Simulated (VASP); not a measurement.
# Ca (Im-3m) in VASP: single point with PBE

Aim: the single point of Ca with PBE.

Everything below comes from runs of VASP 6.6.1. Logs are shortened: lines on timing, memory, paths and dates and some standing lists are left out, and cuts for length are marked.

**1. The cell of the first run**

It takes space group Im-3m (No. 229, cubic). Conventional cell: a = 4.423 Å, b = 4.423 Å, c = 4.423 Å, α = 90.00°, β = 90.00°, γ = 90.00°. Ca (site symmetry m-3m) has 14 Ca at 3.83 to 4.42 Å within 5.0 Å.

**2. Single point, PBE**

INCAR reads:

```
SYSTEM = Ca
ALGO = Normal
EDIFF = 1E-6
ENCUT = 500
GGA = PE
GGA_COMPAT = .False.
ISIF = 2
ISMEAR = 0
LASPH = .True.
LCHARG = .True.
LELF = .True.
LREAL = .False.
LVHAR = .True.
LWAVE = .False.
NBANDS = 11
NELM = 120
PREC = Accurate
SIGMA = 0.05
```

KPOINTS reads:

```
k-points
0
Gamma
  6 6 6
  0 0 0
```

POSCAR reads:

```
Ca
1.0
   -2.2114683294      2.2114683294      2.2114683294
    2.2114683294     -2.2114683294      2.2114683294
    2.2114683294      2.2114683294     -2.2114683294
Ca
1
Direct
    0.0000000000      0.0000000000      0.0000000000
```

Potentials or basis: VASP PAW PBE potentials, release 64 (Ca_sv).

Launch:

```bash
$ cat potpaw_PBE.64/Ca_sv/POTCAR > POTCAR
$ mpirun -np 1 vasp_std > vasp.out
```

OUTCAR:

```text
SYSTEM = Ca
   EDIFF = 1E-6
   ENCUT = 500
   GGA = PE
   ISIF = 2
   ISMEAR = 0
   LASPH = .True.
   LREAL = .False.
   NELM = 120
   PREC = Accurate

 ion  position               nearest neighbor table
   1  0.000  0.000  0.000-

  LATTYP: Found a body centered cubic cell.
 ALAT       =     4.4229366588

  Lattice vectors:

 A1 = (  -2.2114683294,   2.2114683294,   2.2114683294)
 A2 = (   2.2114683294,  -2.2114683294,   2.2114683294)
 A3 = (   2.2114683294,   2.2114683294,  -2.2114683294)

Analysis of symmetry for initial positions (statically):
=====================================================================
 Subroutine PRICEL returns:
 Original cell was already a primitive cell.

 Routine SETGRP: Setting up the symmetry group for a
 body centered cubic supercell.

 Subroutine GETGRP returns: Found 48 space group operations
 (whereof 48 operations were pure point group operations)
 out of a pool of 48 trial point group operations.

The static configuration has the point symmetry O_h .

Analysis of symmetry for dynamics (positions and initial velocities):
=====================================================================
 Subroutine PRICEL returns:
 Original cell was already a primitive cell.

 Routine SETGRP: Setting up the symmetry group for a
 body centered cubic supercell.

 Subroutine GETGRP returns: Found 48 space group operations
 (whereof 48 operations were pure point group operations)
 out of a pool of 48 trial point group operations.

The dynamic configuration has the point symmetry O_h .

 Subroutine INISYM returns: Found 48 space group operations
 (whereof 48 operations are pure point group operations),
 and found     1 'primitive' translations

----------------------------------------------------------------------------------------

                                     Primitive cell

  volume of cell :      43.2616

  direct lattice vectors                    reciprocal lattice vectors
    -2.211468329  2.211468329  2.211468329     0.000000000  0.226094126  0.226094126
     2.211468329 -2.211468329  2.211468329     0.226094126  0.000000000  0.226094126
     2.211468329  2.211468329 -2.211468329     0.226094126  0.226094126  0.000000000

  length of vectors
     3.830375506  3.830375506  3.830375506     0.319745380  0.319745380  0.319745380

  position of ions in fractional coordinates (direct lattice)
     0.000000000  0.000000000  0.000000000
[... 72 lines left out ...]
   NFREE  =      0    steps in history (QN), initial steepest desc. (CG)
   ISIF   =      2    stress and relaxation
   ISYM   =      2    0-nonsym 1-usesym 2-fastsym
   POTIM  = 0.5000    time-step for ionic-motion
   TEBEG  =    0.0;   TEEND  =   0.0 temperature during run
   PSTRESS=    0.0 pullay stress
   NELECT =      10.0000    total number of electrons
   NUPDOWN=      -1.0000    fix difference up-down
   EMIN   =  10.00;   EMAX   =-10.00  energy-range for DOS
   EFERMI =   0.00;   METHOD = LEGACY
   ISMEAR =     0;   SIGMA  =   0.05  broadening in eV -4-tet -1-fermi 0-gaus
   EFERMI_NEDOS =   21; number of points for ismear=-14 and -15
   IALGO  =     38    algorithm
   IMIX   =      4    mixing-type and parameters
     AMIX     =   0.40;   BMIX     =  1.00
     AMIX_MAG =   1.60;   BMIX_MAG =  1.00
  volume/ion in A,a.u.               =      43.26       291.94
  Fermi-wavevector in a.u.,A,eV,Ry     =   1.004710  1.898627 13.734298  1.009442
  Thomas-Fermi vector in A             =   2.137343
   LORBIT       =      0    0 simple, 1 ext, 2 COOP (PROOUT), +10 PAW based schemes
   GGA     = PE    functional components
   LHFCALC =     F    Hartree Fock is set to
   AEXX    =    0.0000 exact exchange contribution
   IVDW    =     0    specifies the selected vdW correction
   LEPSILON=     F    determine dielectric tensor
   LRPA    =     F    only Hartree local field effects (RPA)
 non-spin polarized calculation
 Gauss-broadening in eV      SIGMA  =   0.05
  energy-cutoff  :      500.00
  volume of cell :       43.26
 maximum number of plane-waves:      1144
   NGX = 13   NGY = 13   NGZ = 13

 number of electron      10.0000000 magnetization

 number of electron       9.9999999 magnetization

 Free energy of the ion-electron system (eV)
  ---------------------------------------------------
  ext. energy  EPLUGINS =         0.00000000
  ---------------------------------------------------
  free energy    TOTEN  =        -1.90753317 eV

  energy without entropy =       -1.90485856  energy(sigma->0) =       -1.90619586

 E-fermi :   1.9137     XC(G=0):  -7.6621

 val. band max:        1.8673679080   @ k =   0.5000   0.5000   0.1667
 cond. band min:       1.9248860738   @ k =   0.5000   0.5000   0.3333
 fundamental gap:      0.0575181658
 Fermi energy:         1.9136950776

 k-point     1 :       0.0000    0.0000    0.0000
  band No.  band energies     occupation
      1     -40.2330      2.00000
      2     -21.1495      2.00000
      3     -21.1495      2.00000
      4     -21.1495      2.00000
      5      -2.1162      2.00000
      6       4.1558      0.00000
      7       4.1558      0.00000
      8       4.1558      0.00000
      9       5.1838      0.00000
     10       5.1838      0.00000
     11      11.9861      0.00000
[... 197 lines left out ...]
 k-point    16 :       0.5000    0.5000    0.5000
  band No.  band energies     occupation
      1     -40.2097      2.00000
      2     -21.2422      2.00000
      3     -21.2422      2.00000
      4     -21.2422      2.00000
      5       1.9787      0.06585
      6       1.9787      0.06585
      7       5.7312      0.00000
      8       5.7312      0.00000
      9       5.7312      0.00000
     10       5.9587      0.00000
     11       5.9587      0.00000

------------------------ aborting loop because EDIFF is reached ----------------------------------------

  FORCE on cell =-STRESS in cart. coord.  units (eV):
  Direction    XX          YY          ZZ          XY          YZ          ZX
  --------------------------------------------------------------------------------------
  -------------------------------------------------------------------------------------
  Total       -0.0744509     -0.0744509     -0.0744509      0.0000000      0.0000000     -0.0000000
  in kB       -2.7572648     -2.7572648     -2.7572648      0.0000000      0.0000000     -0.0000000
  external PRESSURE =      -2.7572648 kB  Pullay stress =       0.0000000 kB

 VOLUME and BASIS-vectors are now :
 -----------------------------------------------------------------------------
  energy-cutoff  :      500.00
  volume of cell :       43.26
      direct lattice vectors                 reciprocal lattice vectors
    -2.211468329  2.211468329  2.211468329     0.000000000  0.226094126  0.226094126
     2.211468329 -2.211468329  2.211468329     0.226094126  0.000000000  0.226094126
     2.211468329  2.211468329 -2.211468329     0.226094126  0.226094126  0.000000000

 POSITION                                       TOTAL-FORCE (eV/Angst)
 -----------------------------------------------------------------------------------
      0.00000      0.00000      0.00000        -0.000000      0.000000      0.000000
 -----------------------------------------------------------------------------------
    total drift:                               -0.000000     -0.000000     -0.000000

  FREE ENERGIE OF THE ION-ELECTRON SYSTEM (eV)
  ---------------------------------------------------
  free  energy   TOTEN  =        -1.9075331728 eV

  energy  without entropy=       -1.9048585564  energy(sigma->0) =       -1.90619586
```

It took 12 s on 1 thread of Intel Xeon 8259CL, shared host; peak memory 0.15 GiB.

Results:

```yaml
Free_energy: -1.9075 eV
Pressure: -0.3 GPa
Band_gap_on_the_k_mesh: zero (band 5 reaches 2.08 eV, above the bottom of band 6 at 1.86 eV)
```
